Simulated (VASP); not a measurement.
**Si2Ni: single point with PBE**

Si2Ni, a slab with vacuum:

```
CELL_PARAMETERS angstrom
3.81484 0.00000 0.00000
-1.90742 3.30375 0.00000
0.00000 0.00000 27.90182
ATOMIC_POSITIONS crystal
Si 0.00000 0.00000 0.30464
Si 0.33333 0.66667 0.36046
Si 0.66667 0.33333 0.41627
Si 0.00000 0.00000 0.47209
Si 0.33333 0.66667 0.52833
Si 0.66667 0.33333 0.58581
Si 0.00000 0.00000 0.64231
Si 0.33333 0.66667 0.69445
Ni 0.66667 0.33333 0.33255
Ni 0.33333 0.66667 0.44418
Ni 0.00000 0.00000 0.55712
Ni 0.66667 0.33333 0.66893
```

```yaml
Program: VASP 6.6.1
Task: single point
Functional: PBE
Potentials_or_basis: VASP PAW PBE potentials, release 64 (Si, Ni)
Cutoff: 520 eV
k_mesh: 15 × 15 × 1
Occupations: gaussian, width 0.1 eV
Spin: no spin polarisation
```

```json
{
 "Largest force": "0.597 eV/Å",
 "Band gap on the k mesh": "zero (bands 36 and 37 overlap by 1.59 eV)"
}
```

Forces on the atoms (eV/Å):
```
Si   0.000  0.000  0.459
Si   0.000  0.000 -0.597
Si   0.000  0.000 -0.311
Si   0.000  0.000  0.330
Si   0.000  0.000  0.036
Si   0.000  0.000 -0.019
Si   0.000  0.000  0.039
Si   0.000  0.000  0.014
Ni   0.000  0.000  0.000
Ni   0.000  0.000  0.079
Ni   0.000  0.000 -0.008
Ni   0.000  0.000 -0.020
```

Levels at points of the mesh, in eV from the Fermi level:
| k point | band 33 | band 34 | band 35 | band 36 | band 37 | band 38 | band 39 | band 40 |
| --- | --- | --- | --- | --- | --- | --- | --- | --- |
| (0.00, 0.00, 0.00) | 0.63 | 0.88 | 0.88 | 1.19 | 1.35 | 1.87 | 1.87 | 1.88 |

It took 15 min on 1 thread of AMD EPYC 7R13 Processor (Zen 3), on a shared host, peak memory 0.6 GiB.

Spin polarisation is off, so any magnetic state and its effect on volume and gap are missing.
